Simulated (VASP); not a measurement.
**Cs2ReSe6: single point with PBEsol**

The system is Cs2ReSe6.

```xyz
9
Lattice="7.7847 0.0000 0.0000 -3.8923 6.7417 0.0000 0.0000 0.0000 5.0327" Properties=species:S:1:pos:R:3 pbc="T T T"
Re    0.0000    0.0000    0.0000
Se    1.6699    0.9641    1.5008
Se    6.1148    0.9641    1.5008
Se    3.8923    4.8135    1.5008
Se    0.0000    1.9282    3.5320
Se   -2.2225    5.7776    3.5320
Se    2.2225    5.7776    3.5320
Cs    0.0000    4.4945    1.0345
Cs    3.8923    2.2472    3.9983
```

* Program: VASP 6.6.1
* Task: single point
* Functional: PBEsol
* Potentials or basis: VASP PAW PBE potentials, release 64 (Re, Se, Cs_sv)
* Cutoff: 520 eV
* k mesh: 5 × 5 × 6
* Occupations: fermi-dirac, width 0.1 eV
* Spin: no spin polarisation

```json
{"Pressure": "0.2 GPa", "Largest force": "0.041 eV/Å", "Band gap on the k mesh": "zero (an odd number of electrons rules out a gap without spin polarisation)"}
```

Forces on the atoms (eV/Å):
```
Re   0.000  0.000  0.000
Se   0.026  0.015  0.027
Se  -0.026  0.015  0.027
Se   0.000 -0.031  0.027
Se   0.000  0.031 -0.027
Se   0.026 -0.015 -0.027
Se  -0.026 -0.015 -0.027
Cs   0.000  0.000  0.004
Cs   0.000  0.000 -0.004
```

Levels at points of the mesh, in eV from the Fermi level:
```
           k point  band 26  band 27  band 28  band 29  band 30  band 31  band 32  band 33  band 34  band 35
(0.00, 0.00, 0.00)    -2.29    -1.50    -1.50    -0.70    -0.70    -0.30     0.66     0.96     0.96     0.98
(0.00, 0.00, 0.50)    -0.95    -0.95    -0.75    -0.75    -0.40     0.30     0.30     0.78     0.78     1.00
```

Wall time 5.2 min on 1 thread of Intel(R) Xeon(R) Platinum 8259CL CPU @ 2.50GHz (Skylake/Cascade Lake) (shared host), peak memory 0.52 GiB.

Caveat: the PAW data sets were made with another functional, which shifts forces and pressure a little; spin-orbit coupling is left out, which moves the levels of the heavy elements.
